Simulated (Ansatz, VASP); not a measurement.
Two plane-wave programs on TiCo3

Contents of INCAR:

```
  PREC = Accurate
  ENCUT = 520
  EDIFF = 1E-6
  ISMEAR = -1
  SIGMA = 0.05
  LREAL = F
  LASPH = T
  NELM = 100
  ALGO = Normal
  ISIF = 2
  LWAVE = F
  LCHARG = F
  GGA = PS
  NBANDS = 28
```

KPOINTS

```
Automatic mesh
0
Gamma
  10 10 10
```

POSCAR

```
TiCo3
1.0
    3.2588250622      0.0000000000      0.0000000000
    0.0000000000      3.2588250622      0.0000000000
    0.0000000000      0.0000000000      3.2588250622
Ti Co
1 3
Direct
    0.0000000000      0.0000000000      0.0000000000
    0.0000000000      0.5000000000      0.5000000000
    0.5000000000      0.0000000000      0.5000000000
    0.5000000000      0.5000000000      0.0000000000
```

Input for Ansatz:

```yaml
crystal:
  lattice:
    - [3.2588250622, 0.0, 0.0]
    - [0.0, 3.2588250622, 0.0]
    - [0.0, 0.0, 3.2588250622]
  atoms:
    - { symbol: Ti, position: [0.0, 0.0, 0.0] }
    - { symbol: Co, position: [0.0, 0.5, 0.5] }
    - { symbol: Co, position: [0.5, 0.0, 0.5] }
    - { symbol: Co, position: [0.5, 0.5, 0.0] }
kpoints:
  mp_grid: { grid: [10, 10, 10] }
scf:
  occupations: { method: fermi_dirac, width: 0.05 }
  lower_state_search: "off"
hamiltonian:
  xc: pbesol
  pseudopotentials: { kind: paw }
output:
  forces: true
  stress: true
  eigenvalues: true
  write_density: true
  write_potential: true
  elf: true
  volumetric_format: npy
```

Change from the starting cell: volume scaled by 0.76, no spin polarisation, PAW files.

Alike in both runs: task single point; functional PBEsol; k mesh 10 × 10 × 10; occupations fermi-dirac, width 0.05 eV; no spin polarisation.

|  | VASP | Ansatz |
| --- | --- | --- |
| version | VASP 6.6.1 | Ansatz 0.2.0 |
| potentials or method | VASP PAW PBE potentials, release 64 (Ti_sv, Co) | PAW with Ansatz's default frozen-core files, scalar-relativistic |
| plane-wave cutoff (eV) | 520 | 420 |
| valence electrons in the cell | 39 | 63 |

VASP gave:

* pressure (GPa): 94.2

Problem. What did Ansatz give for the same quantities?

Solution. Pressure (GPa): 95.8.

VASP's potentials were made for PBE, not for PBEsol. Both programs put the cell under a high pressure, so it lies far from rest at this level. VASP's potentials hold 39 valence electrons a cell and Ansatz's 63, so a difference there can come from the potentials and not from the codes.

Noted on VASP's run: the cell as given lies far from equilibrium.
